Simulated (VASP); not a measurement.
A run of VASP 6.6.1:

INCAR

```
ALGO = Normal
EDIFF = 1E-7
ENCUT = 520
GGA = PS
ISIF = 2
ISMEAR = -1
LASPH = T
LCHARG = F
LREAL = F
LWAVE = F
NBANDS = 28
NELM = 80
PREC = Accurate
SIGMA = 0.05
```

KPOINTS

```
k-points
0
Gamma
  7 7 7
```

The input POSCAR:

```
BaTiO3
1.0
    4.0060000000      0.0000000000      0.0000000000
    0.0000000000      4.0060000000      0.0000000000
    0.0000000000      0.0000000000      4.0060000000
Ba Ti O
1 1 3
Direct
    0.4995820000      0.4932190000      0.5062780000
    0.0000700000     -0.0020440000     -0.0109340000
    0.0033810000      0.0076360000      0.4931720000
    0.0002570000      0.4939700000      0.0067890000
    0.5026220000     -0.0065370000      0.0085460000
```

Potentials or basis: VASP PAW PBE potentials, release 64 (Ba_sv, Ti_sv, O).

The run is started by

```console
$ cat potpaw_PBE.64/Ba_sv/POTCAR potpaw_PBE.64/Ti_sv/POTCAR potpaw_PBE.64/O/POTCAR > POTCAR
$ mpirun -np 1 vasp_std > vasp.out
```

Hardware: 1 thread of Intel Xeon 8259CL (shared host).

Question: How long does it take, and how much memory?

Answer: Run time: 7.4 min on 1 thread of Intel Xeon 8259CL, on a shared host, peak memory 0.4 GiB. Counts: scf iterations 16, k points 172.
